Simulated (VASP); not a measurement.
Write the native input for VASP 6.6.1 that does the following.

```
Task                   : single point
Functional             : PBE
Potentials or basis    : VASP PAW PBE potentials, release 64 (Co, O)
Cutoff                 : 520 eV
k mesh                 : 1 × 1 × 17
Occupations            : gaussian, width 0.05 eV
Spin                   : collinear spin, ferromagnetic start
Starting moments       : [2.74, 0.5] μB
Dipole correction      : no
Further INCAR settings : ALGO = Normal; EDIFF = 1e-06; NBANDS = 18
```

The structure of CoO lies in POSCAR:

```
CoO
1.0
    9.0000000000      0.0000000000      0.0000000000
    0.0000000000      9.3000000000      0.0000000000
    0.0000000000      0.0000000000      3.4650276284
Co O
1 1
Direct
    0.5000000000      0.5000000000      0.0000000000
    0.5000000000      0.5000000000      0.5000000000
```

These files were run (other wordings do the same):

INCAR

```
SYSTEM = CoO
ALGO = Normal ; EDIFF = 1E-6
ENCUT = 520 ; GGA = PE
ISIF = 2 ; ISMEAR = 0
ISPIN = 2 ; LASPH = .True.
LCHARG = .True. ; LELF = .True.
LMAXMIX = 4 ; LORBIT = 11
LREAL = .False. ; LVHAR = .True.
LWAVE = .False. ; MAGMOM = 2.74 0.5
NBANDS = 18 ; NELM = 150
PREC = Accurate ; SIGMA = 0.05
```

KPOINTS

```
k-points
0
Gamma
  1 1 17
  0 0 0
```

Potentials or basis: VASP PAW PBE potentials, release 64 (Co, O).

Command:

```sh
$ cat potpaw_PBE.64/Co/POTCAR potpaw_PBE.64/O/POTCAR > POTCAR
$ mpirun -np 1 vasp_std > vasp.out
```

It gave:

```json
{
 "Band gap on the k mesh": "zero (filled and empty bands overlap)",
 "Net moment": "3.00 μB per cell",
 "Site moments": "Co +2.42; O +0.33 μB",
 "Valence electrons inside the program's atomic spheres": "Co 8.05; O 5.00"
}
```

Caveat: semilocal functionals often make such compounds metallic where correlation or magnetic order opens a gap, which also shifts bond lengths.

Run time: 3.3 min on 1 thread of Intel Xeon 6975P-C (shared host), peak memory 0.48 GiB.
